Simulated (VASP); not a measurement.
# TiGe4 (Pm-3m) in VASP: single point with PBE

Aim: the single point of TiGe4 with PBE.

All numbers are computed with VASP 6.6.1; they aren't measurements. Logs are shortened: lines on timing, memory, paths and dates and some standing lists are left out, and cuts for length are marked.

## (1) The cell of the first run

It takes space group Pm-3m (No. 221, cubic). The conventional cell has a = 4.891 Å, b = 4.891 Å, c = 4.891 Å, α = 90.00°, β = 90.00°, γ = 90.00°. Within 4.5 Å of Ti (site symmetry m-3m) lie 20 Ge at 3.46 to 4.24 Å. Within 3.2 Å of Ge (site symmetry 4/mmm) lie 2 Ge at 2.45 Å. Ge (site symmetry m-3m) has 6 Ge at 2.45 Å within 3.2 Å.

The cell was generated, and may not be a known phase.

## (2) Single point, PBE, collinear spin

Contents of INCAR:

```
ALGO = Normal ; EDIFF = 1E-6
ENCUT = 520 ; GGA = PE
ISIF = 2 ; ISMEAR = 0
ISPIN = 2 ; LASPH = True
LCHARG = False ; LMAXMIX = 4
LORBIT = 11 ; LREAL = False
LWAVE = False ; MAGMOM = 1.57 0 0 0 0
NBANDS = 46 ; NELM = 150
PREC = Accurate ; SIGMA = 0.1
```

Contents of KPOINTS:

```
k-points
0
Gamma
  8 8 8
```

Contents of POSCAR:

```
TiGe4
1.0
    4.8905291104      0.0000000000      0.0000000000
    0.0000000000      4.8905291104      0.0000000000
    0.0000000000      0.0000000000      4.8905291104
Ti Ge
1 4
Direct
    0.5000000000      0.5000000000      0.5000000000
    0.5000000000      0.0000000000      0.0000000000
    0.0000000000      0.5000000000      0.0000000000
    0.0000000000      0.0000000000      0.5000000000
    0.0000000000      0.0000000000      0.0000000000
```

Potentials or basis: VASP PAW PBE potentials, release 64 (Ti_sv, Ge_d).

On the command line:

```sh
> cat potpaw_PBE.64/Ti_sv/POTCAR potpaw_PBE.64/Ge_d/POTCAR > POTCAR
> mpirun -np 1 vasp_std > vasp.out
```

OUTCAR:

```text
EDIFF = 1E-6
   ENCUT = 520
   GGA = PE
   ISIF = 2
   ISMEAR = 0
   ISPIN = 2
   LASPH = True
   LORBIT = 11
   LREAL = False
   NELM = 150
   PREC = Accurate

 ion  position               nearest neighbor table
   1  0.500  0.500  0.500-
   2  0.500  0.000  0.000-   5 2.45   5 2.45
   3  0.000  0.500  0.000-   5 2.45   5 2.45
   4  0.000  0.000  0.500-   5 2.45   5 2.45
   5  0.000  0.000  0.000-   2 2.45   3 2.45   4 2.45   4 2.45   3 2.45   2 2.45

  LATTYP: Found a simple cubic cell.
 ALAT       =     4.8905291104

  Lattice vectors:

 A1 = (   4.8905291104,   0.0000000000,   0.0000000000)
 A2 = (   0.0000000000,   4.8905291104,   0.0000000000)
 A3 = (   0.0000000000,   0.0000000000,   4.8905291104)

Analysis of symmetry for initial positions (statically):
=====================================================================
 Subroutine PRICEL returns:
 Original cell was already a primitive cell.

 Routine SETGRP: Setting up the symmetry group for a
 simple cubic supercell.

 Subroutine GETGRP returns: Found 48 space group operations
 (whereof 48 operations were pure point group operations)
 out of a pool of 48 trial point group operations.

The static configuration has the point symmetry O_h .

Analysis of symmetry for dynamics (positions and initial velocities):
=====================================================================
 Subroutine PRICEL returns:
 Original cell was already a primitive cell.

 Routine SETGRP: Setting up the symmetry group for a
 simple cubic supercell.

 Subroutine GETGRP returns: Found 48 space group operations
 (whereof 48 operations were pure point group operations)
 out of a pool of 48 trial point group operations.

The dynamic configuration has the point symmetry O_h .

Analysis of structural, dynamic, and magnetic symmetry:
=====================================================================
 Subroutine PRICEL returns:
 Original cell was already a primitive cell.

 Routine SETGRP: Setting up the symmetry group for a
 simple cubic supercell.

 Subroutine GETGRP returns: Found 48 space group operations
 (whereof 48 operations were pure point group operations)
 out of a pool of 48 trial point group operations.

The overall configuration has the point symmetry O_h .

 Subroutine INISYM returns: Found 48 space group operations
 (whereof 48 operations are pure point group operations),
 and found     1 'primitive' translations

----------------------------------------------------------------------------------------

                                     Primitive cell

  volume of cell :     116.9681

  direct lattice vectors                    reciprocal lattice vectors
     4.890529110  0.000000000  0.000000000     0.204476853  0.000000000  0.000000000
     0.000000000  4.890529110  0.000000000     0.000000000  0.204476853  0.000000000
     0.000000000  0.000000000  4.890529110     0.000000000  0.000000000  0.204476853

  length of vectors
     4.890529110  4.890529110  4.890529110     0.204476853  0.204476853  0.204476853

  position of ions in fractional coordinates (direct lattice)
     0.500000000  0.500000000  0.500000000
     0.500000000  0.000000000  0.000000000
     0.000000000  0.500000000  0.000000000
     0.000000000  0.000000000  0.500000000
     0.000000000  0.000000000  0.000000000

  ion indices of the primitive-cell ions
   primitive index   ion index
                 1           1
                 2           2
                 3           3
                 4           4
                 5           5

----------------------------------------------------------------------------------------

 KPOINTS: k-points

Automatic generation of k-mesh.
 Grid dimensions read from file:
 generate k-points for:    8    8    8

 Generating k-lattice:

  Cartesian coordinates                     Fractional coordinates (reciprocal lattice)
     0.025559607  0.000000000  0.000000000     0.125000000  0.000000000  0.000000000
     0.000000000  0.025559607  0.000000000     0.000000000  0.125000000  0.000000000
     0.000000000  0.000000000  0.025559607     0.000000000  0.000000000  0.125000000

  Length of vectors
     0.025559607  0.025559607  0.025559607

  Shift w.r.t. Gamma in fractional coordinates (k-lattice)
     0.000000000  0.000000000  0.000000000

 Subroutine IBZKPT returns following result:
 ===========================================

 Found     35 irreducible k-points:

 Following reciprocal coordinates:
            Coordinates               Weight
  0.000000  0.000000  0.000000      1.000000
  0.125000  0.000000  0.000000      6.000000
  0.250000  0.000000  0.000000      6.000000
  0.375000  0.000000  0.000000      6.000000
  0.500000  0.000000  0.000000      3.000000
  0.125000  0.125000  0.000000     12.000000
[... 16 lines left out ...]
  0.375000  0.375000  0.125000     24.000000
  0.500000  0.375000  0.125000     24.000000
 [... further k-points ...]
   k-points           NKPTS =     35   k-points in BZ     NKDIM =     35   number of bands    NBANDS=     46
   number of dos      NEDOS =    301   number of ions     NIONS =      5
   total plane-waves  NPLWV =  46656
   dimension x,y,z NGX =    36 NGY =   36 NGZ =   36
   dimension x,y,z NGXF=    72 NGYF=   72 NGZF=   72
   ions per type =               1   4
   NGX,Y,Z   is equivalent  to a cutoff of  12.24, 12.24, 12.24 a.u.
   NGXF,Y,Z  is equivalent  to a cutoff of  24.48, 24.48, 24.48 a.u.
 SYSTEM =  unknown system
   PREC   = accura    normal or accurate (medium, high low for compatibility)
   ISTART =      0    job   : 0-new  1-cont  2-samecut
   ICHARG =      2    charge: 1-file 2-atom 10-const
   ISPIN  =      2    spin polarized calculation?
   LNONCOLLINEAR =      F non collinear calculations
   LSORBIT =      F    spin-orbit coupling
   LASPH  =      T    aspherical Exc in radial PAW
   ENCUT  =  520.0 eV  38.22 Ry    6.18 a.u.   9.09  9.09  9.09*2*pi/ulx,y,z
   NELM   =    150;   NELMIN=  2; NELMDL= -5     # of ELM steps
   EDIFF  = 0.1E-05   stopping-criterion for ELM
   LREAL  =      F    real-space projection
   EDIFFG = 0.1E-04   stopping-criterion for IOM
   NSW    =      0    number of steps for IOM
   IBRION =     -1    ionic relax: 0-MD 1-quasi-New 2-CG
   NFREE  =      0    steps in history (QN), initial steepest desc. (CG)
   ISIF   =      2    stress and relaxation
   ISYM   =      2    0-nonsym 1-usesym 2-fastsym
   POTIM  = 0.5000    time-step for ionic-motion
   TEBEG  =    0.0;   TEEND  =   0.0 temperature during run
   PSTRESS=    0.0 pullay stress
   NELECT =      68.0000    total number of electrons
   NUPDOWN=      -1.0000    fix difference up-down
   EMIN   =  10.00;   EMAX   =-10.00  energy-range for DOS
   EFERMI =   0.00;   METHOD = LEGACY
   ISMEAR =     0;   SIGMA  =   0.10  broadening in eV -4-tet -1-fermi 0-gaus
   EFERMI_NEDOS =   21; number of points for ismear=-14 and -15
   IALGO  =     38    algorithm
   IMIX   =      4    mixing-type and parameters
     AMIX     =   0.40;   BMIX     =  1.00
     AMIX_MAG =   1.60;   BMIX_MAG =  1.00
  volume/ion in A,a.u.               =      23.39       157.87
  Fermi-wavevector in a.u.,A,eV,Ry     =   1.366329  2.581987 25.400103  1.866855
  Thomas-Fermi vector in A             =   2.492479
   LORBIT       =     11    0 simple, 1 ext, 2 COOP (PROOUT), +10 PAW based schemes
   GGA     = PE    functional components
   LHFCALC =     F    Hartree Fock is set to
   AEXX    =    0.0000 exact exchange contribution
   IVDW    =     0    specifies the selected vdW correction
   LEPSILON=     F    determine dielectric tensor
   LRPA    =     F    only Hartree local field effects (RPA)
 spin polarized calculation
 Gauss-broadening in eV      SIGMA  =   0.10
  energy-cutoff  :      520.00
  volume of cell :      116.97
 maximum number of plane-waves:      3178
   NGX = 19   NGY = 19   NGZ = 19

 number of electron      67.9999911 magnetization      -0.0036341

 number of electron      67.9999911 magnetization       0.0001089

 Free energy of the ion-electron system (eV)
  ---------------------------------------------------
  ext. energy  EPLUGINS =         0.00000000
  ---------------------------------------------------
  free energy    TOTEN  =       -21.23086210 eV

  energy without entropy =      -21.19094006  energy(sigma->0) =      -21.21090108

 E-fermi :   5.0515     XC(G=0): -10.0757

 val. band max:        5.0365466266   @ k =   0.5000   0.2500   0.0000
 cond. band min:       5.0662142366   @ k =   0.3750   0.2500   0.1250
 fundamental gap:      0.0296676099
 Fermi energy:         5.0515410752

 spin component 1

 k-point     1 :       0.0000    0.0000    0.0000
  band No.  band energies     occupation
      1     -52.9178      1.00000
      2     -29.1551      1.00000
      3     -29.1551      1.00000
      4     -29.1551      1.00000
      5     -20.1766      1.00000
      6     -20.1766      1.00000
[... 38 lines left out ...]
     45      10.6756      0.00000
     46      10.6756      0.00000

 k-point     2 :       0.1250    0.0000    0.0000
  band No.  band energies     occupation
      1     -52.9178      1.00000
      2     -29.1552      1.00000
      3     -29.1551      1.00000
      4     -29.1551      1.00000
      5     -20.1766      1.00000
      6     -20.1649      1.00000
[... 38 lines left out ...]
     45      11.1899      0.00000
     46      11.1899      0.00000

 k-point     3 :       0.2500    0.0000    0.0000
  band No.  band energies     occupation
      1     -52.9178      1.00000
      2     -29.1554      1.00000
      3     -29.1551      1.00000
      4     -29.1551      1.00000
      5     -20.1765      1.00000
      6     -20.1348      1.00000
[... 1018 lines left out ...]
     45      10.7604      0.00000
     46      11.3944      0.00000

 k-point    24 :       0.5000    0.3750    0.1250
  band No.  band energies     occupation
      1     -52.9178      1.00000
      2     -29.1557      1.00000
      3     -29.1556      1.00000
      4     -29.1551      1.00000
      5     -20.1255      1.00000
      6     -20.0321      1.00000
[... 38 lines left out ...]
     45      10.7535      0.00000
     46      10.9502      0.00000

 [... further k-points ...]

 spin component 2

 k-point     1 :       0.0000    0.0000    0.0000
  band No.  band energies     occupation
      1     -52.9178      1.00000
      2     -29.1551      1.00000
      3     -29.1551      1.00000
      4     -29.1551      1.00000
      5     -20.1766      1.00000
      6     -20.1766      1.00000
[... 38 lines left out ...]
     45      10.6756      0.00000
     46      10.6756      0.00000

 k-point     2 :       0.1250    0.0000    0.0000
  band No.  band energies     occupation
      1     -52.9178      1.00000
      2     -29.1552      1.00000
      3     -29.1551      1.00000
      4     -29.1551      1.00000
      5     -20.1766      1.00000
      6     -20.1649      1.00000
[... 38 lines left out ...]
     45      11.1899      0.00000
     46      11.1899      0.00000

 k-point     3 :       0.2500    0.0000    0.0000
  band No.  band energies     occupation
      1     -52.9178      1.00000
      2     -29.1555      1.00000
      3     -29.1551      1.00000
      4     -29.1551      1.00000
      5     -20.1765      1.00000
      6     -20.1348      1.00000
[... 1018 lines left out ...]
     45      10.7604      0.00000
     46      11.3944      0.00000

 k-point    24 :       0.5000    0.3750    0.1250
  band No.  band energies     occupation
      1     -52.9178      1.00000
      2     -29.1558      1.00000
      3     -29.1557      1.00000
      4     -29.1551      1.00000
      5     -20.1255      1.00000
      6     -20.0321      1.00000
[... 38 lines left out ...]
     45      10.7535      0.00000
     46      10.9503      0.00000

 [... further k-points ...]

------------------------ aborting loop because EDIFF is reached ----------------------------------------

  FORCE on cell =-STRESS in cart. coord.  units (eV):
  Direction    XX          YY          ZZ          XY          YZ          ZX
  --------------------------------------------------------------------------------------
  -------------------------------------------------------------------------------------
  Total       -0.6952382     -0.6952382     -0.6952382      0.0000000      0.0000000      0.0000000
  in kB       -9.5230634     -9.5230634     -9.5230634      0.0000000      0.0000000      0.0000000
  external PRESSURE =      -9.5230634 kB  Pullay stress =       0.0000000 kB

 VOLUME and BASIS-vectors are now :
 -----------------------------------------------------------------------------
  energy-cutoff  :      520.00
  volume of cell :      116.97
      direct lattice vectors                 reciprocal lattice vectors
     4.890529110  0.000000000  0.000000000     0.204476853  0.000000000  0.000000000
     0.000000000  4.890529110  0.000000000     0.000000000  0.204476853  0.000000000
     0.000000000  0.000000000  4.890529110     0.000000000  0.000000000  0.204476853

 POSITION                                       TOTAL-FORCE (eV/Angst)
 -----------------------------------------------------------------------------------
      2.44526      2.44526      2.44526         0.000000      0.000000      0.000000
      2.44526      0.00000      0.00000         0.000000      0.000000      0.000000
      0.00000      2.44526      0.00000         0.000000      0.000000      0.000000
      0.00000      0.00000      2.44526         0.000000      0.000000      0.000000
      0.00000      0.00000      0.00000         0.000000      0.000000      0.000000
 -----------------------------------------------------------------------------------
    total drift:                                0.000000      0.000000     -0.000000

  FREE ENERGIE OF THE ION-ELECTRON SYSTEM (eV)
  ---------------------------------------------------
  free  energy   TOTEN  =       -21.2308621012 eV

  energy  without entropy=      -21.1909400618  energy(sigma->0) =      -21.21090108

 total charge

# of ion       s       p       d       tot
------------------------------------------
    1        2.134   5.982   1.813   9.929
    2        1.248   0.976  10.007  12.231
    3        1.248   0.976  10.007  12.231
    4        1.248   0.976  10.007  12.231
    5        1.201   1.222  10.114  12.537
--------------------------------------------------
tot          7.078  10.132  41.949  59.159

 magnetization (x)

# of ion       s       p       d       tot
------------------------------------------
    1        0.000   0.000  -0.000  -0.000
    2       -0.000   0.000   0.000   0.000
    3       -0.000   0.000   0.000   0.000
    4       -0.000   0.000   0.000   0.000
    5        0.000  -0.000  -0.000  -0.000
--------------------------------------------------
tot          0.000   0.000  -0.000  -0.000
```

Wall time 14 min (1 thread of Intel Xeon 8259CL, shared host); peak memory 0.42 GiB.

What came out:

| Property | Result |
| --- | --- |
| Free energy | -21.2309 eV |
| Pressure | -1.0 GPa |
| Band gap on the k mesh | zero (filled and empty bands overlap) |
| Net moment | 0.00 μB per cell |
| Valence electrons inside the program's atomic spheres | Ti 9.93; Ge 12.23, 12.54 (each value once) |

Levels at points of the mesh, in eV from the Fermi level:
Spin up:
```csv
k point,band 31,band 32,band 33,band 34,band 35,band 36,band 37,band 38
"(0.00, 0.00, 0.00)",-4.08,0.12,0.12,0.12,0.19,0.19,1.15,1.15
"(0.50, 0.00, 0.00)",-1.48,-1.26,-0.70,-0.70,-0.18,-0.18,0.18,0.31
"(0.50, 0.50, 0.00)",-1.26,-1.26,-0.39,-0.39,0.35,0.35,0.38,1.75
"(0.50, 0.50, 0.50)",-3.22,-0.02,0.39,0.39,0.39,0.46,0.46,2.15
```
Spin down:
```
           k point  band 30  band 31  band 32  band 33  band 34  band 35  band 36  band 37  band 38  band 39
(0.00, 0.00, 0.00)    -5.01    -4.08     0.12     0.12     0.12     0.19     0.19     1.15     1.15     1.15
(0.50, 0.00, 0.00)    -4.60    -1.48    -1.26    -0.70    -0.70    -0.18    -0.18     0.18     0.31     2.09
(0.50, 0.50, 0.00)    -3.91    -1.26    -1.26    -0.39    -0.39     0.35     0.35     0.38     1.75     1.75
(0.50, 0.50, 0.50)    -3.22    -3.22    -0.02     0.39     0.39     0.39     0.46     0.46     2.15     2.15
```

The gap in the log of VASP goes by the Fermi energy; the results here count the filled bands.